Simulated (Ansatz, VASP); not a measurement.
## Two plane-wave programs on ScAl7N8

```
Al Sc N
1.0
     6.37083    0.00000    0.00000
    -3.18541    5.51730    0.00000
     0.00000    0.00000   10.04937
Al Sc N
14 2 16
Direct
  0.33652 0.16348 0.25045
  0.33652 0.16348 0.75045
  0.16801 0.83401 0.99920
  0.33652 0.67303 0.25045
  0.16801 0.83401 0.49920
  0.33652 0.67303 0.75045
  0.66599 0.33199 0.99920
  0.82697 0.16348 0.25045
  0.66599 0.33199 0.49920
  0.82697 0.16348 0.75045
  0.66599 0.83401 0.99920
  0.83333 0.66667 0.24883
  0.66599 0.83401 0.49920
  0.83333 0.66667 0.74883
  0.16667 0.33333 0.99541
  0.16667 0.33333 0.49541
  0.16667 0.33333 0.20758
  0.34401 0.15599 0.43875
  0.16667 0.33333 0.70758
  0.34401 0.15599 0.93875
  0.16530 0.83265 0.19004
  0.34401 0.68802 0.43875
  0.16530 0.83265 0.69004
  0.34401 0.68802 0.93875
  0.66735 0.33470 0.19004
  0.81198 0.15599 0.43875
  0.66735 0.33470 0.69004
  0.81198 0.15599 0.93875
  0.66735 0.83265 0.19004
  0.83333 0.66667 0.44087
  0.66735 0.83265 0.69004
  0.83333 0.66667 0.94087
```

Alike in both runs: functional PBE; k mesh 4 × 4 × 3; no spin polarisation.

Ansatz relaxed the structure, and its values are those at the end. VASP's run is a single point on that final structure, the one shown.

```csv
,VASP,Ansatz
version,VASP 6.6.1,Ansatz 0.2.0
potentials or method,"VASP PAW PBE potentials, release 64 (Al, Sc_sv, N)","scalar-relativistic, plane waves, PAW"
plane-wave cutoff (eV),520,420
occupations,"gaussian, width 0.01 eV",fixed
valence electrons in the cell,144,144
```

|  | VASP | Ansatz | Ansatz less VASP |
| --- | --- | --- | --- |
| gap on the k mesh at the Fermi level (eV) | 3.89 | 3.88 | -0.009 |
| least direct gap on the mesh (eV) | 3.89 | 3.88 | -0.009 |
| pressure (GPa) | 0.8 | 0.8 | +0.08 |
| rms of the force components (eV/Å) | 0.019 | 0.000 | -0.0183 |

Ansatz's warnings: stress scf threshold loose.
